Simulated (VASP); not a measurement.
SiC: relaxation of the atoms with LDA

Crystal: SiC.

```xyz
4
Lattice="3.1265 0.0000 0.0000 -1.5633 2.7077 0.0000 0.0000 0.0000 5.5599" Properties=species:S:1:pos:R:3 pbc="T T T"
Si    0.0000    1.8051    0.0256
Si    1.5633    0.9026    2.8056
C     0.0000    1.8051    2.1150
C     1.5633    0.9026    4.8949
```

| Item | Value |
| --- | --- |
| Program | VASP 6.6.1 |
| Task | relaxation of the atoms |
| Functional | LDA |
| Potentials or basis | VASP PAW LDA potentials, release 64 (Si, C) |
| Cutoff | 520 eV |
| k mesh | 12 × 12 × 6 |
| Occupations | gaussian, width 0.05 eV |
| Spin | no spin polarisation |
| Dipole correction | no |
| Further INCAR settings | ALGO = Normal; EDIFF = 1e-06; IBRION = 2; EDIFFG = -0.01; NSW = 50 |

```yaml
Energy_gained_by_relaxing: 0.2 meV/atom
Ionic_steps: 2
Pressure_after_relaxing: -23.5 GPa
Largest_force_after_relaxing: 0.003 eV/Å
Band_gap_on_the_k_mesh: 2.17 eV (least direct gap 3.41 eV)
```

Forces on the atoms (eV/Å):
```
Si   0.000  0.000 -0.003
Si   0.000  0.000 -0.003
C    0.000  0.000  0.003
C    0.000  0.000  0.003
```

Stress tensor (GPa, compression positive):
```
-13.89   0.00   0.00
  0.00 -13.89   0.00
  0.00   0.00 -42.57
```

Step by step:
```
step  energy change (eV)  largest force (eV/Å)  pressure (GPa)
   1              0.0000                0.0781          -23.64
   2             -0.0006                0.0032          -23.45
```

Final structure:
```cif
data_structure
_symmetry_space_group_name_H-M 'P 1'
_symmetry_Int_Tables_number 1
_cell_length_a 3.1265
_cell_length_b 3.1265
_cell_length_c 5.5599
_cell_angle_alpha 90.000
_cell_angle_beta 90.000
_cell_angle_gamma 120.000
_cell_volume 47.07
loop_
_atom_site_label
_atom_site_type_symbol
_atom_site_fract_x
_atom_site_fract_y
_atom_site_fract_z
_atom_site_occupancy
Si1 Si 0.33333 0.66667 0.00393 1
Si2 Si 0.66667 0.33333 0.50393 1
C1 C 0.33333 0.66667 0.38107 1
C2 C 0.66667 0.33333 0.88107 1
```

Levels at points of the mesh, in eV from the valence-band top:
```csv
k point,band 6,band 7,band 8,band 9,band 10,band 11
"(0.00, 0.00, 0.00)",-0.44,0.00,0.00,3.41,4.81,6.40
"(0.50, 0.00, 0.00)",-2.87,-2.78,-1.34,2.94,3.58,5.44
"(0.00, 0.00, 0.50)",-0.48,-0.48,-0.48,5.53,5.53,7.03
"(0.50, 0.00, 0.50)",-2.47,-2.16,-2.16,2.56,2.56,4.45
```

Run time: 56 s on 1 thread of Intel Xeon 8259CL (shared host), peak memory 0.16 GiB.

A k mesh can miss the band edges. A hybrid or GW would open this gap; LDA tends to underestimate it.
